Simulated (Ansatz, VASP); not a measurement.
**Two plane-wave programs on Ni**

```
Ni
1.0
     0.00000    1.76194    1.76194
     1.76194    0.00000    1.76194
     1.76194    1.76194    0.00000
Ni
1
Direct
  0.00000 0.00000 0.00000
```

Alike in both runs: task relaxation of cell and atoms; functional PBEsol; k mesh 16 × 16 × 16; occupations fermi-dirac, width 0.05 eV; collinear spin.

|  | VASP | Ansatz |
| --- | --- | --- |
| version | VASP 6.6.1 | Ansatz 0.2.0 |
| potentials or method | VASP PAW PBE potentials, release 64 (Ni) | PAW with Ansatz's default frozen-core files, scalar-relativistic |
| plane-wave cutoff (eV) | 600 | 420 |
| valence electrons in the cell | 10 | 18 |

Ansatz gave:

- net moment per atom (μB): 0.59
- size of the moment on the site where the two differ most (μB): 0.63
- relaxed volume (Å³/atom): 10.37
- relaxed length of the cell vector where the two differ most in proportion (Å): 2.448

**Question.** What did VASP give for the same quantities?

**Answer.** net moment per atom (μB): 0.59; size of the moment on the site where the two differ most (μB): 0.59; relaxed volume (Å³/atom): 10.37; relaxed length of the cell vector where the two differ most in proportion (Å): 2.447.

VASP's potentials were made for PBE, not for PBEsol. Site moments also hang on the region over which each program counts them. VASP's potentials hold 10 valence electrons a cell and Ansatz's 18, so a difference there can come from the potentials and not from the codes.
